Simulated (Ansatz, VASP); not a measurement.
Mn: VASP beside Ansatz

```
CELL_PARAMETERS angstrom
-1.37888 1.67791 1.22987
1.67791 -1.37888 1.22987
2.80412 2.80412 -0.68219
ATOMIC_POSITIONS crystal
Mn 0.04166 0.95834 0.00000
Mn 0.70834 0.29166 0.50000
```

Alike in both runs: task single point; functional LDA; k mesh 17 × 17 × 9; occupations fermi-dirac, width 0.1 eV; no spin polarisation.

```csv
,VASP,Ansatz
version,VASP 6.6.1,Ansatz 0.2.0
potentials or method,"VASP PAW LDA potentials, release 64 (Mn_pv), cutoff 520 eV","plane waves (420 eV) with PAW, scalar-relativistic"
valence electrons in the cell,26,30
```

Ansatz gave:

- pressure (GPa): -21.4
- traceless stress, the component that is largest in VASP (GPa): -0.07

Task: Which values does VASP return?

Result: Pressure (GPa): -21.2; traceless stress, the component that is largest in VASP (GPa): -0.14.

Ansatz warns that its potentials were made for another functional, while VASP's fit it. LDA's correlation is that of Perdew and Zunger in VASP and of Perdew and Wang (1992) in Ansatz. VASP's potentials hold 26 valence electrons a cell and Ansatz's 30, so a difference there can come from the potentials and not from the codes. Ansatz's warnings: near symmetry operations not taken.
